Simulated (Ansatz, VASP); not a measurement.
**B2SbP3: VASP beside Ansatz**

The input INCAR:

```
SYSTEM = B2SbP3
ALGO     = Normal         ! electronic algorithm
EDIFF    = 1E-6           ! SCF threshold, eV
ENCUT    = 520            ! plane-wave cutoff, eV
GGA      = PE             ! functional
ISIF     = 2              ! what is computed and relaxed
ISMEAR   = 0              ! smearing method
LASPH    = .TRUE.         ! aspherical terms in the spheres
LCHARG   = .TRUE.         ! write CHGCAR
LELF     = .TRUE.         ! ELF
LREAL    = .FALSE.        ! projectors in reciprocal space
LVHAR    = .TRUE.       
LWAVE    = .FALSE.        ! write WAVECAR
NBANDS   = 22             ! bands
NELM     = 60             ! most SCF steps
PREC     = Accurate       ! precision mode
SIGMA    = 0.1            ! smearing width, eV
```

Contents of KPOINTS:

```
k-points
0
G
  6 6 4
  0 0 0
```

POSCAR

```
B2SbP3
1.0
    4.7053713600      0.0000000000      0.0000000000
   -2.3526856800      4.0749711300      0.0000000000
    0.0000000000      0.0000000000      6.5055137200
B Sb P
2 1 3
Direct
    0.3333333300      0.6666666700      0.4702565000
    0.6666666700      0.3333333300      0.4702565000
    0.0000000000      0.0000000000      0.5411112300
    0.3333333300      0.6666666700      0.8737569600
    0.6666666700      0.3333333300      0.8737569600
    0.0000000000      0.0000000000      0.2404143900
```

Input for Ansatz:

```yaml
crystal:
  lattice:
    - [4.70537136, 0.0, 0.0]
    - [-2.35268568, 4.07497113, 0.0]
    - [0.0, 0.0, 6.50551372]
  atoms:
    - { symbol: B, position: [0.33333333, 0.66666667, 0.4702565] }
    - { symbol: B, position: [0.66666667, 0.33333333, 0.4702565] }
    - { symbol: Sb, position: [0.0, 0.0, 0.54111123] }
    - { symbol: P, position: [0.33333333, 0.66666667, 0.87375696] }
    - { symbol: P, position: [0.66666667, 0.33333333, 0.87375696] }
    - { symbol: P, position: [0.0, 0.0, 0.24041439] }
basis:
  ecutwfc: 420
kpoints:
  mp_grid: { grid: [6, 6, 4] }
hamiltonian:
  xc: pbe
scf:
  occupations: { method: gaussian, width: 0.1 }
  lower_state_search: "off"
output:
  forces: true
  stress: true
  eigenvalues: true
```

Alike in both runs: task single point; functional PBE; k mesh 6 × 6 × 4; occupations gaussian, width 0.1 eV; no spin polarisation.

|  | VASP | Ansatz |
| --- | --- | --- |
| version | VASP 6.6.1 | Ansatz 0.2.0 |
| potentials or method | VASP PAW PBE potentials, release 64 (B, Sb, P), cutoff 520 eV | scalar-relativistic, plane waves, PAW |
| valence electrons in the cell | 26 | 36 |

|  | VASP | Ansatz | Ansatz less VASP |
| --- | --- | --- | --- |
| gap on the k mesh at the Fermi level (eV) | none | none | - |
| pressure (GPa) | 3.0 | 2.6 | -0.46 |
| traceless stress, the component that is largest in VASP (GPa) | 23.53 | 22.63 | -0.896 |
| rms of the force components (eV/Å) | 4.980 | 4.795 | -0.1859 |

Atom by atom the forces differ by 0.186 eV/Å (rms over components). A gap of «none» marks a metal or a gap that the smearing closes. VASP's potentials hold 26 valence electrons a cell and Ansatz's 36, so a difference there can come from the potentials and not from the codes.

Neither program's run includes spin-orbit coupling.
